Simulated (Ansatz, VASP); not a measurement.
SiO2 in VASP and in Ansatz

```
CELL_PARAMETERS angstrom
0.00000 2.27209 2.27209
2.27209 0.00000 2.27209
2.27209 2.27209 0.00000
ATOMIC_POSITIONS crystal
Si 0.00000 0.00000 0.00000
O 0.25000 0.25000 0.25000
O 0.75000 0.75000 0.75000
```

Change from the starting cell: hydrostatic strain +0.3%.

Alike in both runs: task single point; functional HSE06; k mesh 6 × 6 × 6; no spin polarisation.

|  | VASP | Ansatz |
| --- | --- | --- |
| version | VASP 6.6.1 | Ansatz 0.2.0 |
| potentials or method | VASP PAW PBE potentials, release 64 (Si, O) | plane waves, PAW |
| plane-wave cutoff (eV) | 520 | 420 |
| occupations | gaussian, width 0.01 eV | fixed |
| valence electrons in the cell | 16 | 16 |

|  | VASP | Ansatz | Ansatz less VASP |
| --- | --- | --- | --- |
| gap on the k mesh at the Fermi level (eV) | 3.55 | 3.58 | +0.029 |
| pressure (GPa) | -7.0 | -7.3 | -0.31 |

Ansatz's warnings: stress exchange threshold loose, stress scf threshold loose.
